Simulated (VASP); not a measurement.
# Cs (Im-3m) in VASP: notebook

Cs is run at these levels: PBEsol; tasks: single point, relaxation of cell and atoms.

Program: VASP 6.6.1. These are calculated values, not measurements. Logs are shortened: lines on timing, memory, paths and dates and some standing lists are left out, and cuts for length are marked.

**1. The cell of the first run**

It takes space group Im-3m (No. 229, cubic). Conventional cell: a = 5.993 Å, b = 5.993 Å, c = 5.993 Å, α = 90.00°, β = 90.00°, γ = 90.00°.

**2. Single point, PBEsol**

The input, INCAR:

```
SYSTEM = Cs
PREC = Accurate
ENCUT = 520
EDIFF = 1E-6
ISMEAR = 1
SIGMA = 0.05
LREAL = .FALSE.
LASPH = .TRUE.
NELM = 60
ALGO = Normal
ISIF = 2
LWAVE = .FALSE.
LCHARG = .FALSE.
GGA = PS
NBANDS = 10
```

The input, KPOINTS:

```
Automatic mesh
0
G
  5 5 5
  0 0 0
```

The input, POSCAR:

```
Cs
1.0
   -2.9966185697      2.9966185697      2.9966185697
    2.9966185697     -2.9966185697      2.9966185697
    2.9966185697      2.9966185697     -2.9966185697
Cs
1
Direct
    0.0000000000      0.0000000000      0.0000000000
```

Potentials or basis: VASP PAW PBE potentials, release 64 (Cs_sv).

Started as:

```sh
$ cat potpaw_PBE.64/Cs_sv/POTCAR > POTCAR
$ mpirun -np 1 vasp_std > vasp.out
```

OUTCAR:

```text
SYSTEM = Cs
   PREC = Accurate
   ENCUT = 520
   EDIFF = 1E-6
   ISMEAR = 1
   LREAL = .FALSE.
   LASPH = .TRUE.
   NELM = 60
   ISIF = 2
   GGA = PS

 ion  position               nearest neighbor table
   1  0.000  0.000  0.000-

  LATTYP: Found a body centered cubic cell.
 ALAT       =     5.9932371394

  Lattice vectors:

 A1 = (  -2.9966185697,   2.9966185697,   2.9966185697)
 A2 = (   2.9966185697,  -2.9966185697,   2.9966185697)
 A3 = (   2.9966185697,   2.9966185697,  -2.9966185697)

Analysis of symmetry for initial positions (statically):
=====================================================================
 Subroutine PRICEL returns:
 Original cell was already a primitive cell.

 Routine SETGRP: Setting up the symmetry group for a
 body centered cubic supercell.

 Subroutine GETGRP returns: Found 48 space group operations
 (whereof 48 operations were pure point group operations)
 out of a pool of 48 trial point group operations.

The static configuration has the point symmetry O_h .

Analysis of symmetry for dynamics (positions and initial velocities):
=====================================================================
 Subroutine PRICEL returns:
 Original cell was already a primitive cell.

 Routine SETGRP: Setting up the symmetry group for a
 body centered cubic supercell.

 Subroutine GETGRP returns: Found 48 space group operations
 (whereof 48 operations were pure point group operations)
 out of a pool of 48 trial point group operations.

The dynamic configuration has the point symmetry O_h .

 Subroutine INISYM returns: Found 48 space group operations
 (whereof 48 operations are pure point group operations),
 and found     1 'primitive' translations

----------------------------------------------------------------------------------------

                                     Primitive cell

  volume of cell :     107.6352

  direct lattice vectors                    reciprocal lattice vectors
    -2.996618570  2.996618570  2.996618570     0.000000000  0.166854736  0.166854736
     2.996618570 -2.996618570  2.996618570     0.166854736  0.000000000  0.166854736
     2.996618570  2.996618570 -2.996618570     0.166854736  0.166854736  0.000000000

  length of vectors
     5.190295614  5.190295614  5.190295614     0.235968230  0.235968230  0.235968230

  position of ions in fractional coordinates (direct lattice)
     0.000000000  0.000000000  0.000000000

  ion indices of the primitive-cell ions
   primitive index   ion index
                 1           1

----------------------------------------------------------------------------------------

 KPOINTS: Automatic mesh

Automatic generation of k-mesh.
 Grid dimensions read from file:
 generate k-points for:    5    5    5

 Generating k-lattice:

  Cartesian coordinates                     Fractional coordinates (reciprocal lattice)
     0.000000000  0.033370947  0.033370947     0.200000000  0.000000000  0.000000000
     0.033370947  0.000000000  0.033370947     0.000000000  0.200000000  0.000000000
     0.033370947  0.033370947  0.000000000     0.000000000  0.000000000  0.200000000

  Length of vectors
     0.047193646  0.047193646  0.047193646

  Shift w.r.t. Gamma in fractional coordinates (k-lattice)
     0.000000000  0.000000000  0.000000000

 Subroutine IBZKPT returns following result:
 ===========================================

 Found     10 irreducible k-points:

 Following reciprocal coordinates:
            Coordinates               Weight
  0.000000  0.000000  0.000000      1.000000
  0.200000  0.000000  0.000000     12.000000
  0.400000  0.000000  0.000000     12.000000
  0.200000  0.200000  0.000000     24.000000
  0.400000  0.200000  0.000000     24.000000
  0.200000  0.200000  0.200000      8.000000
 -0.200000  0.200000  0.200000      6.000000
 -0.400000  0.400000  0.200000     24.000000
 -0.400000 -0.400000  0.200000      8.000000
 -0.400000  0.400000  0.400000      6.000000
   k-points           NKPTS =     10   k-points in BZ     NKDIM =     10   number of bands    NBANDS=     10
   number of dos      NEDOS =    301   number of ions     NIONS =      1
   total plane-waves  NPLWV =  64000
   dimension x,y,z NGX =    40 NGY =   40 NGZ =   40
   dimension x,y,z NGXF=    80 NGYF=   80 NGZF=   80
   ions per type =               1
   NGX,Y,Z   is equivalent  to a cutoff of  12.81, 12.81, 12.81 a.u.
   NGXF,Y,Z  is equivalent  to a cutoff of  25.62, 25.62, 25.62 a.u.
 SYSTEM =  Cs
   PREC   = accura    normal or accurate (medium, high low for compatibility)
   ISTART =      0    job   : 0-new  1-cont  2-samecut
   ICHARG =      2    charge: 1-file 2-atom 10-const
   ISPIN  =      1    spin polarized calculation?
   LNONCOLLINEAR =      F non collinear calculations
   LSORBIT =      F    spin-orbit coupling
   LASPH  =      T    aspherical Exc in radial PAW
   ENCUT  =  520.0 eV  38.22 Ry    6.18 a.u.   9.65  9.65  9.65*2*pi/ulx,y,z
   NELM   =     60;   NELMIN=  2; NELMDL= -5     # of ELM steps
   EDIFF  = 0.1E-05   stopping-criterion for ELM
   LREAL  =      F    real-space projection
   EDIFFG = 0.1E-04   stopping-criterion for IOM
   NSW    =      0    number of steps for IOM
   IBRION =     -1    ionic relax: 0-MD 1-quasi-New 2-CG
   NFREE  =      0    steps in history (QN), initial steepest desc. (CG)
   ISIF   =      2    stress and relaxation
   ISYM   =      2    0-nonsym 1-usesym 2-fastsym
   POTIM  = 0.5000    time-step for ionic-motion
   TEBEG  =    0.0;   TEEND  =   0.0 temperature during run
   PSTRESS=    0.0 pullay stress
   NELECT =       9.0000    total number of electrons
   NUPDOWN=      -1.0000    fix difference up-down
   EMIN   =  10.00;   EMAX   =-10.00  energy-range for DOS
   EFERMI =   0.00;   METHOD = LEGACY
   ISMEAR =     1;   SIGMA  =   0.05  broadening in eV -4-tet -1-fermi 0-gaus
   EFERMI_NEDOS =   21; number of points for ismear=-14 and -15
   IALGO  =     38    algorithm
   IMIX   =      4    mixing-type and parameters
     AMIX     =   0.40;   BMIX     =  1.00
     AMIX_MAG =   1.60;   BMIX_MAG =  1.00
  volume/ion in A,a.u.               =     107.64       726.36
  Fermi-wavevector in a.u.,A,eV,Ry     =   0.715876  1.352809  6.972684  0.512478
  Thomas-Fermi vector in A             =   1.804150
   LORBIT       =      0    0 simple, 1 ext, 2 COOP (PROOUT), +10 PAW based schemes
   GGA     = PS    functional components
   LHFCALC =     F    Hartree Fock is set to
   AEXX    =    0.0000 exact exchange contribution
   IVDW    =     0    specifies the selected vdW correction
   LEPSILON=     F    determine dielectric tensor
   LRPA    =     F    only Hartree local field effects (RPA)
 non-spin polarized calculation
 Methfessel and Paxton  Order N= 1 SIGMA  =   0.05
  energy-cutoff  :      520.00
  volume of cell :      107.64
 maximum number of plane-waves:      2914
   NGX = 19   NGY = 19   NGZ = 19

 number of electron       8.9999998 magnetization

 Free energy of the ion-electron system (eV)
  ---------------------------------------------------
  ext. energy  EPLUGINS =         0.00000000
  ---------------------------------------------------
  free energy    TOTEN  =        -0.94530516 eV

  energy without entropy =       -0.94300153  energy(sigma->0) =       -0.94453728

 E-fermi :   0.6236     XC(G=0):  -5.6521

 val. band max:        0.2634898360   @ k =   0.4000   0.0000   0.0000
 cond. band min:       0.6350185393   @ k =  -0.4000   0.4000   0.2000
 fundamental gap:      0.3715287033
 Fermi energy:         0.6236185466

 k-point     1 :       0.0000    0.0000    0.0000
  band No.  band energies     occupation
      1     -23.2710      2.00000
      2      -9.9788      2.00000
      3      -9.9788      2.00000
      4      -9.9788      2.00000
      5      -1.2134      2.00000
      6       3.0771      0.00000
      7       3.0771      0.00000
      8       3.0771      0.00000
      9       3.9989      0.00000
     10       3.9989      0.00000

 k-point     2 :       0.2000    0.0000    0.0000
  band No.  band energies     occupation
      1     -23.2678      2.00000
      2     -10.0406      2.00000
      3      -9.9987      2.00000
      4      -9.9790      2.00000
      5      -0.7588      2.00000
      6       2.5450      0.00000
      7       2.6791      0.00000
      8       3.5505      0.00000
      9       3.7763      0.00000
     10       3.9658      0.00000

 k-point     3 :       0.4000    0.0000    0.0000
  band No.  band energies     occupation
      1     -23.2627      2.00000
      2     -10.1362      2.00000
      3     -10.0303      2.00000
      4      -9.9793      2.00000
      5       0.2635      2.00000
      6       1.6696      0.00000
      7       2.2393      0.00000
      8       3.9221      0.00000
      9       4.2690      0.00000
     10       4.8719      0.00000

 k-point     4 :       0.2000    0.2000    0.0000
  band No.  band energies     occupation
      1     -23.2636      2.00000
      2     -10.1044      2.00000
      3     -10.0259      2.00000
      4      -9.9924      2.00000
      5       0.0264      2.00000
      6       1.9358      0.00000
      7       2.2240      0.00000
      8       3.7148      0.00000
      9       4.2589      0.00000
     10       4.4317      0.00000

 k-point     5 :       0.4000    0.2000    0.0000
  band No.  band energies     occupation
      1     -23.2611      2.00000
      2     -10.1308      2.00000
      3     -10.0592      2.00000
      4      -9.9961      2.00000
      5       0.9041     -0.00000
      6       1.4476     -0.00000
      7       1.9371      0.00000
      8       3.7097      0.00000
      9       4.4050      0.00000
     10       4.6885      0.00000

 k-point     6 :       0.2000    0.2000    0.2000
  band No.  band energies     occupation
      1     -23.2617      2.00000
      2     -10.1084      2.00000
      3     -10.0360      2.00000
      4     -10.0360      2.00000
      5       0.9903     -0.00000
      6       1.6782      0.00000
      7       1.6782      0.00000
      8       3.6923      0.00000
      9       4.4794      0.00000
     10       4.4794      0.00000

 k-point     7 :      -0.2000    0.2000    0.2000
  band No.  band energies     occupation
      1     -23.2649      2.00000
      2     -10.0489      2.00000
      3     -10.0196      2.00000
      4     -10.0196      2.00000
      5      -0.3362      2.00000
      6       2.4700      0.00000
      7       2.8087      0.00000
      8       2.8087      0.00000
      9       3.5945      0.00000
     10       4.4494      0.00000

 k-point     8 :      -0.4000    0.4000    0.2000
  band No.  band energies     occupation
      1     -23.2601      2.00000
      2     -10.1212      2.00000
      3     -10.0530      2.00000
      4     -10.0234      2.00000
      5       0.6350      0.62500
      6       1.5955     -0.00000
      7       2.6151      0.00000
      8       2.8899      0.00000
      9       4.0374      0.00000
     10       4.7311      0.00000

 k-point     9 :      -0.4000   -0.4000    0.2000
  band No.  band energies     occupation
      1     -23.2579      2.00000
      2     -10.1050      2.00000
      3     -10.1050      2.00000
      4     -10.0331      2.00000
      5       1.3341     -0.00000
      6       1.3341     -0.00000
      7       1.9484      0.00000
      8       3.7406      0.00000
      9       3.7406      0.00000
     10       4.7441      0.00000

 k-point    10 :      -0.4000    0.4000    0.4000
  band No.  band energies     occupation
      1     -23.2560      2.00000
      2     -10.0999      2.00000
      3     -10.0890      2.00000
      4     -10.0890      2.00000
      5       1.0927     -0.00000
      6       1.2898     -0.00000
      7       3.2666      0.00000
      8       3.3470      0.00000
      9       3.3470      0.00000
     10       4.8366      0.00000

------------------------ aborting loop because EDIFF is reached ----------------------------------------

  FORCE on cell =-STRESS in cart. coord.  units (eV):
  Direction    XX          YY          ZZ          XY          YZ          ZX
  --------------------------------------------------------------------------------------
  -------------------------------------------------------------------------------------
  Total       -0.0022620     -0.0022620     -0.0022620     -0.0000000      0.0000000      0.0000000
  in kB       -0.0336709     -0.0336709     -0.0336709     -0.0000000      0.0000000      0.0000000
  external PRESSURE =      -0.0336709 kB  Pullay stress =       0.0000000 kB

 VOLUME and BASIS-vectors are now :
 -----------------------------------------------------------------------------
  energy-cutoff  :      520.00
  volume of cell :      107.64
      direct lattice vectors                 reciprocal lattice vectors
    -2.996618570  2.996618570  2.996618570     0.000000000  0.166854736  0.166854736
     2.996618570 -2.996618570  2.996618570     0.166854736  0.000000000  0.166854736
     2.996618570  2.996618570 -2.996618570     0.166854736  0.166854736  0.000000000

 POSITION                                       TOTAL-FORCE (eV/Angst)
 -----------------------------------------------------------------------------------
      0.00000      0.00000      0.00000         0.000000     -0.000000      0.000000
 -----------------------------------------------------------------------------------
    total drift:                                0.000000      0.000000      0.000000

  FREE ENERGIE OF THE ION-ELECTRON SYSTEM (eV)
  ---------------------------------------------------
  free  energy   TOTEN  =        -0.9453051626 eV

  energy  without entropy=       -0.9430015282  energy(sigma->0) =       -0.94453728
```

Run time: 11 s. Hardware: 1 thread of AMD EPYC 7R13 (Zen 3), shared host; peak memory 0.19 GiB.

Results:

```
Free energy : -0.9453 eV
Pressure    : 0.0 GPa
```

Levels at points of the mesh, in eV from the Fermi level:
```csv
k point,band 1,band 2,band 3,band 4,band 5,band 6,band 7,band 8,band 9
"(0.00, 0.00, 0.00)",-23.89,-10.60,-10.60,-10.60,-1.84,2.45,2.45,2.45,3.38
```

Caveat: the PAW data sets were made with another functional, which shifts forces and pressure a little; spin-orbit coupling is left out, which moves the levels of the heavy elements.

**3. Relaxation of cell and atoms, PBEsol**

This run uses another cell than the first one, of 111.66 Å³/atom, 1.037 times its volume.

The input, INCAR:

```
SYSTEM = Cs
PREC = Accurate
ENCUT = 600
EDIFF = 1E-7
ISMEAR = 1
SIGMA = 0.05
LREAL = .FALSE.
LASPH = .TRUE.
NELM = 100
ALGO = Normal
ISIF = 3
LWAVE = .FALSE.
LCHARG = .FALSE.
GGA = PS
IBRION = 2
NSW = 80
EDIFFG = -0.03
```

KPOINTS is that of step 2.

The input, POSCAR:

```
Cs
1.0
   -3.0335000000      3.0335000000      3.0335000000
    3.0335000000     -3.0335000000      3.0335000000
    3.0335000000      3.0335000000     -3.0335000000
Cs
1
Direct
    0.0000000000      0.0000000000      0.0000000000
```

Potentials or basis: VASP PAW PBE potentials, release 64 (Cs_sv).

Started as:

```sh
$ cat potpaw_PBE.64/Cs_sv/POTCAR > POTCAR
$ mpirun -np 1 vasp_std > vasp.out
```

OUTCAR:

```text
SYSTEM = Cs
   PREC = Accurate
   ENCUT = 600
   EDIFF = 1E-7
   ISMEAR = 1
   LREAL = .FALSE.
   LASPH = .TRUE.
   NELM = 100
   ISIF = 3
   GGA = PS
   IBRION = 2
   NSW = 80
   EDIFFG = -0.03

 ion  position               nearest neighbor table
   1  0.000  0.000  0.000-

  LATTYP: Found a body centered cubic cell.
 ALAT       =     6.0670000000

  Lattice vectors:

 A1 = (  -3.0335000000,   3.0335000000,   3.0335000000)
 A2 = (   3.0335000000,  -3.0335000000,   3.0335000000)
 A3 = (   3.0335000000,   3.0335000000,  -3.0335000000)

Analysis of symmetry for initial positions (statically):
[... 163 lines left out ...]
  Direction    XX          YY          ZZ          XY          YZ          ZX
  --------------------------------------------------------------------------------------
  -------------------------------------------------------------------------------------
  Total       -0.0510373     -0.0510373     -0.0510373      0.0000000      0.0000000     -0.0000000
  in kB       -0.7323289     -0.7323289     -0.7323289      0.0000000      0.0000000     -0.0000000
  external PRESSURE =      -0.7323289 kB  Pullay stress =       0.0000000 kB
[... 57 lines left out ...]
--------------------------------------- Ionic step        3  -------------------------------------------

 number of electron       8.9999999 magnetization

 Free energy of the ion-electron system (eV)
  ---------------------------------------------------
  ext. energy  EPLUGINS =         0.00000000
  ---------------------------------------------------
  free energy    TOTEN  =        -0.94549838 eV

  energy without entropy =       -0.94319474  energy(sigma->0) =       -0.94473050

 E-fermi :   0.6049     XC(G=0):  -5.6331

 val. band max:        0.2468506562   @ k =   0.4000   0.0000   0.0000
 cond. band min:       0.6162644295   @ k =  -0.4000   0.4000   0.2000
 fundamental gap:      0.3694137733
 Fermi energy:         0.6048644368

 k-point     1 :       0.0000    0.0000    0.0000
  band No.  band energies     occupation
      1     -23.2930      2.00000
      2     -10.0021      2.00000
      3     -10.0021      2.00000
      4     -10.0021      2.00000
      5      -1.2241      2.00000
      6       3.0552      0.00000
      7       3.0552      0.00000
      8       3.0552      0.00000
[... 125 lines left out ...]
  FREE ENERGIE OF THE ION-ELECTRON SYSTEM (eV)
  ---------------------------------------------------
  free  energy   TOTEN  =        -0.9454983758 eV

  energy  without entropy=       -0.9431947414  energy(sigma->0) =       -0.94473050

 reached required accuracy - stopping structural energy minimisation
```

CONTCAR:

```text
Cs
   1.00000000000000
    -3.0036239792855772    3.0036239792855772    3.0036239792855772
     3.0036239792855772   -3.0036239792855772    3.0036239792855772
     3.0036239792855772    3.0036239792855772   -3.0036239792855772
  Cs
     1
Direct
     0.0000000000000000    0.0000000000000000    0.0000000000000000

  0.00000000E+00  0.00000000E+00  0.00000000E+00
```

It took 29 s on 1 thread of AMD EPYC 7R13 (Zen 3), shared host; peak memory 0.22 GiB.

What came out:

| Property | Result |
| --- | --- |
| Free energy | -0.9455 eV |
| Relaxed volume | 108.39 Å³/atom |
| Relaxed cell | a = 5.202 Å, b = 5.202 Å, c = 5.202 Å, α = 109.47°, β = 109.47°, γ = 109.47° |
| Space group after relaxing (to 0.05 Å) | Im-3m (No. 229) |
| Energy gained by relaxing | 0.9 meV/atom |
| Ionic steps | 3 |
| Pressure after relaxing | 0.0 GPa |

The path:
```csv
step,energy change (eV),largest force (eV/Å),pressure (GPa),volume (Å³)
1,0.0000,0.0000,-0.07,111.66
2,-0.0003,0.0000,-0.06,110.84
3,-0.0009,0.0000,-0.02,108.39
```

Final structure:
```yaml
crystal:
  lattice:
    - [-3.00362, 3.00362, 3.00362]
    - [3.00362, -3.00362, 3.00362]
    - [3.00362, 3.00362, -3.00362]
  atoms:
    - { symbol: Cs, position: [0.00000, 0.00000, 0.00000] }
```

Levels at points of the mesh, in eV from the Fermi level:
| k point | band 1 | band 2 | band 3 | band 4 | band 5 | band 6 | band 7 | band 8 |
| --- | --- | --- | --- | --- | --- | --- | --- | --- |
| (0.00, 0.00, 0.00) | -23.90 | -10.61 | -10.61 | -10.61 | -1.83 | 2.45 | 2.45 | 2.45 |

Caveat: the PAW data sets were made with another functional, which shifts forces and pressure a little; spin-orbit coupling is left out, which moves the levels of the heavy elements.
